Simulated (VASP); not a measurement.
Ni: single point with PBE+U

Crystal: Ni.

```
Ni
1.0
     0.00000    1.76987    1.76987
     1.76987    0.00000    1.76987
     1.76987    1.76987    0.00000
Ni
1
Cartesian
  0.0000 0.0000 0.0000
```

```
Program             : VASP 6.6.1
Task                : single point
Functional          : PBE
Potentials or basis : VASP PAW PBE potentials, release 64 (Ni)
Cutoff              : 520 eV
k mesh              : 13 × 13 × 13
Occupations         : fermi-dirac, width 0.003 eV
Spin                : collinear spin, ferromagnetic start
Starting moments    : [2.0] μB
Hubbard terms       : Ni d U = 6.2 eV
```

```yaml
Pressure: -10.7 GPa
Net_moment: 0.84 μB per cell
Site_moments: Ni +0.89 μB
Valence_electrons_inside_the_program's_atomic_spheres: Ni 9.41
```

Levels at points of the mesh, in eV from the Fermi level:
Spin up:
| k point | band 1 | band 2 | band 3 | band 4 | band 5 | band 6 | band 7 | band 8 | band 9 | band 10 |
| --- | --- | --- | --- | --- | --- | --- | --- | --- | --- | --- |
| (0.00, 0.00, 0.00) | -8.30 | -4.33 | -4.33 | -4.33 | -3.00 | -3.00 | 24.20 | 26.67 | 26.67 | 26.67 |
Spin down:
```csv
k point,band 2,band 3,band 4,band 5,band 6,band 7
"(0.00, 0.00, 0.00)",-2.25,-2.25,-1.38,-1.38,-1.38,23.78
```

Eigenvalues of the final occupation matrices:
| site | spin | trace | eigenvalues |
| --- | --- | --- | --- |
| site 1 d | 1 | 4.74 | 0.95 0.95 0.95 0.95 0.95 |
| site 1 d | 2 | 3.81 | 0.65 0.65 0.65 0.93 0.93 |

It took 98 s on 1 thread of AMD EPYC 7R13 Processor (Zen 3), on a shared host, peak memory 0.11 GiB.

Caveat: the U is typed as a test and isn't derived for this compound. The state reached can hang on the start; a lower one may exist.
